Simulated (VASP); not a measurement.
# Si (a cell with a defect) in VASP: relaxation of the atoms with PBEsol

Aim: the relaxation of the atoms of Si (a cell with a defect) with PBEsol.

All numbers are computed with VASP 6.6.1; they aren't measurements. Logs are shortened: lines on timing, memory, paths and dates and some standing lists are left out, and cuts for length are marked.

### Step 1. The cell of the first run

The cell holds a defect, 17 atoms: a = 7.679 Å, b = 7.679 Å, c = 7.679 Å, α = 60.00°, β = 60.00°, γ = 60.00°.

### Step 2. Relaxation of the atoms, PBEsol

INCAR

```
SYSTEM = Si
  ALGO = Normal
  EDIFF = 1E-6
  EDIFFG = -0.03
  ENCUT = 520
  GGA = PS
  IBRION = 2
  ISIF = 2
  ISMEAR = 0
  LASPH = .True.
  LCHARG = .False.
  LREAL = Auto
  LWAVE = .False.
  NELM = 80
  NSW = 80
  PREC = Accurate
  SIGMA = 0.05
```

KPOINTS

```
k-points
0
Gamma
  2 2 2
  0 0 0
```

POSCAR

```
Si
1.0
    0.0000000000      5.4300000000      5.4300000000
    5.4300000000      0.0000000000      5.4300000000
    5.4300000000      5.4300000000      0.0000000000
Si
17
Direct
    0.0000000000      0.0000000000      0.0000000000
    0.1250000000      0.1250000000      0.1250000000
    0.0000000000      0.0000000000      0.5000000000
    0.1250000000      0.1250000000      0.6250000000
    0.0000000000      0.5000000000      0.0000000000
    0.1250000000      0.6250000000      0.1250000000
    0.0000000000      0.5000000000      0.5000000000
    0.1250000000      0.6250000000      0.6250000000
    0.5000000000      0.0000000000      0.0000000000
    0.6250000000      0.1250000000      0.1250000000
    0.5000000000      0.0000000000      0.5000000000
    0.6250000000      0.1250000000      0.6250000000
    0.5000000000      0.5000000000      0.0000000000
    0.6250000000      0.6250000000      0.1250000000
    0.5000000000      0.5000000000      0.5000000000
    0.6250000000      0.6250000000      0.6250000000
    0.5556822400      0.3079248100      0.3183893400
```

Potentials or basis: VASP PAW PBE potentials, release 64 (Si).

On the command line:

```bash
cat potpaw_PBE.64/Si/POTCAR > POTCAR
mpirun -np 1 vasp_std > vasp.out
```

OUTCAR:

```text
SYSTEM = Si
   EDIFF = 1E-6
   EDIFFG = -0.03
   ENCUT = 520
   GGA = PS
   IBRION = 2
   ISIF = 2
   ISMEAR = 0
   LASPH = .True.
   LREAL = Auto
   NELM = 80
   NSW = 80
   PREC = Accurate

 ion  position               nearest neighbor table
   1  0.000  0.000  0.000-   2 2.35   4 2.35   6 2.35  10 2.35
   2  0.125  0.125  0.125-   1 2.35   3 2.35   5 2.35   9 2.35
   3  0.000  0.000  0.500-   2 2.35   4 2.35   8 2.35  12 2.35
   4  0.125  0.125  0.625-   1 2.35   3 2.35   7 2.35  11 2.35
   5  0.000  0.500  0.000-   2 2.35   6 2.35   8 2.35  14 2.35
   6  0.125  0.625  0.125-   1 2.35   5 2.35   7 2.35  13 2.35
   7  0.000  0.500  0.500-   4 2.35   6 2.35   8 2.35  16 2.35
   8  0.125  0.625  0.625-   3 2.35   5 2.35   7 2.35  15 2.35
   9  0.500  0.000  0.000-   2 2.35  10 2.35  12 2.35  14 2.35
  10  0.625  0.125  0.125-  17 2.24   9 2.35  11 2.35  13 2.35   1 2.35
  11  0.500  0.000  0.500-  17 2.20  10 2.35  12 2.35  16 2.35   4 2.35
  12  0.625  0.125  0.625-  17 2.24   9 2.35  11 2.35  15 2.35   3 2.35
  13  0.500  0.500  0.000-  17 2.27  10 2.35  14 2.35  16 2.35   6 2.35
  14  0.625  0.625  0.125-  17 2.30   9 2.35  13 2.35  15 2.35   5 2.35
  15  0.500  0.500  0.500-  17 2.27  12 2.35  14 2.35  16 2.35   8 2.35
  16  0.625  0.625  0.625-   7 2.35  11 2.35  13 2.35  15 2.35
  17  0.556  0.308  0.318-  11 2.20  12 2.24  10 2.24  15 2.27  13 2.27  14 2.30

  LATTYP: Found a face centered cubic cell.
 ALAT       =    10.8600000000

  Lattice vectors:

 A1 = (   0.0000000000,   5.4300000000,   5.4300000000)
 A2 = (   5.4300000000,   0.0000000000,   5.4300000000)
 A3 = (   5.4300000000,   5.4300000000,   0.0000000000)

Analysis of symmetry for initial positions (statically):
=====================================================================
 Subroutine PRICEL returns:
 Original cell was already a primitive cell.

 Routine SETGRP: Setting up the symmetry group for a
 face centered cubic supercell.

 Subroutine GETGRP returns: Found  1 space group operations
 (whereof  1 operations were pure point group operations)
 out of a pool of 48 trial point group operations.

The static configuration has the point symmetry C_1 .

Analysis of symmetry for dynamics (positions and initial velocities):
=====================================================================
 Subroutine PRICEL returns:
 Original cell was already a primitive cell.

 Routine SETGRP: Setting up the symmetry group for a
 face centered cubic supercell.

 Subroutine GETGRP returns: Found  1 space group operations
 (whereof  1 operations were pure point group operations)
 out of a pool of 48 trial point group operations.

The dynamic configuration has the point symmetry C_1 .
[... 117 lines left out ...]
   NFREE  =      1    steps in history (QN), initial steepest desc. (CG)
   ISIF   =      2    stress and relaxation
   ISYM   =      2    0-nonsym 1-usesym 2-fastsym
   POTIM  = 0.5000    time-step for ionic-motion
   TEBEG  =    0.0;   TEEND  =   0.0 temperature during run
   PSTRESS=    0.0 pullay stress
   NELECT =      68.0000    total number of electrons
   NUPDOWN=      -1.0000    fix difference up-down
   EMIN   =  10.00;   EMAX   =-10.00  energy-range for DOS
   EFERMI =   0.00;   METHOD = LEGACY
   ISMEAR =     0;   SIGMA  =   0.05  broadening in eV -4-tet -1-fermi 0-gaus
   EFERMI_NEDOS =   21; number of points for ismear=-14 and -15
   IALGO  =     38    algorithm
   IMIX   =      4    mixing-type and parameters
     AMIX     =   0.40;   BMIX     =  1.00
     AMIX_MAG =   1.60;   BMIX_MAG =  1.00
  volume/ion in A,a.u.               =      18.84       127.11
  Fermi-wavevector in a.u.,A,eV,Ry     =   0.976715  1.845724 12.979587  0.953973
  Thomas-Fermi vector in A             =   2.107356
   LORBIT       =      0    0 simple, 1 ext, 2 COOP (PROOUT), +10 PAW based schemes
   GGA     = PS    functional components
   LHFCALC =     F    Hartree Fock is set to
   AEXX    =    0.0000 exact exchange contribution
   IVDW    =     0    specifies the selected vdW correction
   LEPSILON=     F    determine dielectric tensor
   LRPA    =     F    only Hartree local field effects (RPA)
 conjugate gradient relaxation of ions
 non-spin polarized calculation
 Gauss-broadening in eV      SIGMA  =   0.05
  energy-cutoff  :      520.00
  volume of cell :      320.21
 maximum number of plane-waves:      8646
 NGX is ok and might be reduce to    60
   NGX = 29   NGY = 29   NGZ = 29

--------------------------------------- Ionic step        1  -------------------------------------------

 number of electron      68.0000004 magnetization

 Free energy of the ion-electron system (eV)
  ---------------------------------------------------
  ext. energy  EPLUGINS =         0.00000000
  ---------------------------------------------------
  free energy    TOTEN  =       -92.63191382 eV

  energy without entropy =      -92.62017810  energy(sigma->0) =      -92.62604596

------------------------ aborting loop because EDIFF is reached ----------------------------------------

  FORCE on cell =-STRESS in cart. coord.  units (eV):
  Direction    XX          YY          ZZ          XY          YZ          ZX
  --------------------------------------------------------------------------------------
  -------------------------------------------------------------------------------------
  Total       11.4660954     11.4732160     11.4516846      4.2680468     -4.2769573      4.2784281
  in kB       57.3715585     57.4071874     57.2994533     21.3555258    -21.4001103     21.4074694
  external PRESSURE =      57.3593997 kB  Pullay stress =       0.0000000 kB
[... 134 lines left out ...]
  FREE ENERGIE OF THE ION-ELECTRON SYSTEM (eV)
  ---------------------------------------------------
  free  energy   TOTEN  =       -93.3267805180 eV

  energy  without entropy=      -93.3196893049  energy(sigma->0) =      -93.32323491

[... ionic steps 4 to 21 ...]

--------------------------------------- Ionic step       22  -------------------------------------------

 number of electron      68.0000000 magnetization

------------------------ aborting loop because EDIFF is reached ----------------------------------------
[... 97 lines left out ...]
--------------------------------------- Ionic step       24  -------------------------------------------

 number of electron      68.0000000 magnetization

 Free energy of the ion-electron system (eV)
  ---------------------------------------------------
  ext. energy  EPLUGINS =         0.00000000
  ---------------------------------------------------
  free energy    TOTEN  =       -93.63050058 eV

  energy without entropy =      -93.62478028  energy(sigma->0) =      -93.62764043

 E-fermi :   6.5719     XC(G=0):  -9.8240

 val. band max:        6.5431390823   @ k =   0.5000   0.0000   0.0000
 cond. band min:       6.6164493709   @ k =   0.0000   0.0000   0.0000
 fundamental gap:      0.0733102886
 Fermi energy:         6.5719371078

 k-point     1 :       0.0000    0.0000    0.0000
  band No.  band energies     occupation
      1      -6.2795      2.00000
      2      -3.9204      2.00000
      3      -3.6846      2.00000
      4      -3.6837      2.00000
      5      -3.4167      2.00000
      6      -2.5824      2.00000
[... 401 lines left out ...]
  FREE ENERGIE OF THE ION-ELECTRON SYSTEM (eV)
  ---------------------------------------------------
  free  energy   TOTEN  =       -93.6305005811 eV

  energy  without entropy=      -93.6247802822  energy(sigma->0) =      -93.62764043

 reached required accuracy - stopping structural energy minimisation
```

OSZICAR:

```text
N       E                     dE             d eps       ncg     rms          rms(c)
DAV:   1     0.184943464841E+03    0.18494E+03   -0.26830E+04   688   0.132E+03
DAV:   2    -0.767215847047E+02   -0.26167E+03   -0.25158E+03   822   0.189E+02
DAV:   3    -0.945576721915E+02   -0.17836E+02   -0.17450E+02   888   0.431E+01
DAV:   4    -0.950124764064E+02   -0.45480E+00   -0.45154E+00   832   0.828E+00
[... 184 lines left out ...]
       N       E                     dE             d eps       ncg     rms          rms(c)
DAV:   1    -0.936304855930E+02   -0.24646E-03   -0.49752E-03   706   0.263E-01    0.289E-02
DAV:   2    -0.936305035790E+02   -0.17986E-04   -0.23153E-04   856   0.605E-02    0.123E-02
DAV:   3    -0.936305014652E+02    0.21139E-05   -0.72705E-06   797   0.112E-02    0.747E-03
DAV:   4    -0.936305005811E+02    0.88405E-06   -0.15576E-06   410   0.472E-03
  24 F= -.93630501E+02 E0= -.93627640E+02  d E =-.261543E-03
```

It took 61 min on 1 thread of Oxide Virtual Turin-like, shared host; peak memory 0.51 GiB.

Results:

- Free energy: -93.6305 eV
- Energy gained by relaxing: 58.7 meV/atom
- Ionic steps: 24
- Pressure after relaxing: 2.7 GPa
- Largest force after relaxing: 0.029 eV/Å
- Band gap on the k mesh: 0.07 eV

Forces on the atoms (eV/Å):
```
Si   0.005  0.006  0.003
Si   0.006 -0.005 -0.010
Si  -0.006 -0.006  0.004
Si   0.011 -0.010 -0.006
Si   0.004 -0.004 -0.003
Si  -0.002 -0.005 -0.003
Si  -0.018  0.018  0.014
Si   0.005  0.002 -0.004
Si  -0.005  0.006 -0.006
Si   0.010 -0.003 -0.001
Si  -0.009  0.009 -0.009
Si   0.003 -0.009 -0.001
Si  -0.009 -0.013  0.004
Si   0.002 -0.001  0.001
Si   0.013  0.009  0.005
Si  -0.018  0.018  0.001
Si   0.010 -0.012  0.011
```

Stress tensor (GPa, compression positive):
```
 2.67  0.40  0.40
 0.40  2.67 -0.40
 0.40 -0.40  2.67
```

Step by step:
```
step  energy change (eV)  largest force (eV/Å)  pressure (GPa)
   1              0.0000                2.6645            5.74
   2             -0.6947                0.7522            4.43
   3             -0.6949                0.7476            4.44
   4             -0.7742                0.4413            4.28
   5             -0.7789                0.4419            4.25
   6             -0.8127                0.2761            4.16
   7             -0.8195                0.2490            4.12
   8             -0.8528                0.2260            4.03
   9             -0.9157                0.3875            3.75
  10             -0.8896                0.8014            3.11
  11             -0.9278                0.5499            3.52
  12             -0.9467                0.4767            3.40
  13             -0.9828                0.2681            3.05
  14             -0.9655                0.4354            2.31
  15             -0.9902                0.1162            2.80
  16             -0.9932                0.0833            2.78
  17             -0.9943                0.1010            2.75
  18             -0.9955                0.0775            2.75
  19             -0.9970                0.0479            2.74
  20             -0.9974                0.0376            2.73
  21             -0.9977                0.0614            2.72
  22             -0.9980                0.0553            2.71
  23             -0.9983                0.0382            2.69
  24             -0.9986                0.0294            2.67
```

Final structure:
```xyz
17
Lattice="0.0000 5.4300 5.4300 5.4300 0.0000 5.4300 5.4300 5.4300 0.0000" Properties=species:S:1:pos:R:3 pbc="T T T"
Si   10.8458   10.7910   10.7878
Si    1.5697    1.1454    1.1423
Si    8.2141    8.1594   10.7878
Si    4.0012    4.1439    1.3252
Si    8.2138   10.7913    8.1557
Si    4.0022    1.3287    4.1398
Si    5.1873    2.9578    2.9543
Si    6.8164    4.1430    4.1399
Si    0.2014    2.5136    2.5111
Si    1.2664    3.9826    3.9804
Si    8.0475    5.5276    8.0271
Si    4.1624    6.8787    3.9804
Si    8.0482    8.0310    5.5250
Si    4.1620    3.9831    6.8740
Si    5.5441    5.5271    5.5249
Si    6.5645    7.0107    7.0087
Si    3.4339    4.7113    4.7048
```

Levels at points of the mesh, in eV from the valence-band top:
```
           k point  band 30  band 31  band 32  band 33  band 34  band 35  band 36  band 37  band 38  band 39
(0.00, 0.00, 0.00)    -1.29    -1.13    -0.52    -0.52    -0.33     0.07     0.07     0.38     0.38     0.93
(0.50, 0.00, 0.00)    -1.24    -1.24    -1.08    -1.08     0.00     0.51     0.51     1.33     1.33     1.36
(0.00, 0.50, 0.00)    -1.29    -1.22    -1.18    -0.71    -0.19     0.39     0.73     1.03     1.21     1.45
(0.00, 0.00, 0.50)    -1.30    -1.22    -1.18    -0.71    -0.19     0.39     0.73     1.04     1.21     1.45
(0.50, 0.50, 0.50)    -1.30    -1.22    -1.18    -0.71    -0.19     0.39     0.73     1.04     1.21     1.45
(0.50, 0.50, 0.00)    -1.70    -1.69    -1.53    -0.32    -0.13     0.61     1.55     1.59     1.73     2.09
(0.00, 0.50, 0.50)    -1.70    -1.69    -1.53    -0.32    -0.12     0.61     1.55     1.59     1.73     2.09
(0.50, 0.00, 0.50)    -1.70    -1.69    -1.53    -0.32    -0.12     0.61     1.55     1.59     1.73     2.09
```

Caveat: the k points lie up to 0.50 Å⁻¹ apart; semilocal functionals underestimate gaps, and a narrow one can read as zero; the PAW data sets were made with another functional, which shifts forces and pressure a little.
